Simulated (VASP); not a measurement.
Here is a VASP 6.6.1 calculation.

File INCAR:

```
SYSTEM = Sn
PREC = Accurate
ENCUT = 520
EDIFF = 1E-7
ISMEAR = 0
SIGMA = 0.15
LREAL = .False.
LASPH = .True.
NELM = 60
ALGO = Fast
ISIF = 2
LWAVE = .False.
LCHARG = .False.
GGA = PS
NBANDS = 13
```

KPOINTS

```
Automatic mesh
0
Gamma
  18 18 18
  0 0 0
```

The input POSCAR:

```
Sn
1.0
   -1.8946518192      1.8946518192      1.7999192282
    1.8946518192     -1.8946518192      1.7999192282
    1.8946518192      1.8946518192     -1.7999192282
Sn
1
Direct
    0.0000000000      0.0000000000      0.0000000000
```

Potentials or basis: VASP PAW PBE potentials, release 64 (Sn_d).

The run is started by

```console
$ cat potpaw_PBE.64/Sn_d/POTCAR > POTCAR
$ mpirun -np 1 vasp_std > vasp.out
```

Task: Predict the pressure.

Result: 0.7 GPa.

Task: What does it give for the band gap on the k mesh?

Result: Zero (band 7 reaches 16.80 eV, above the bottom of band 8 at 5.98 eV).

Stress tensor (GPa, compression positive):
```
1.03 0.00 0.00
0.00 1.03 0.00
0.00 0.00 0.08
```

Caveat: the cell differs from its parent crystal (strain -0.0500 x Voigt [0, 0, 1, 0, 0, 0]); the PAW data sets were made with another functional, which shifts forces and pressure a little; spin-orbit coupling is left out, which moves the levels of the heavy elements.
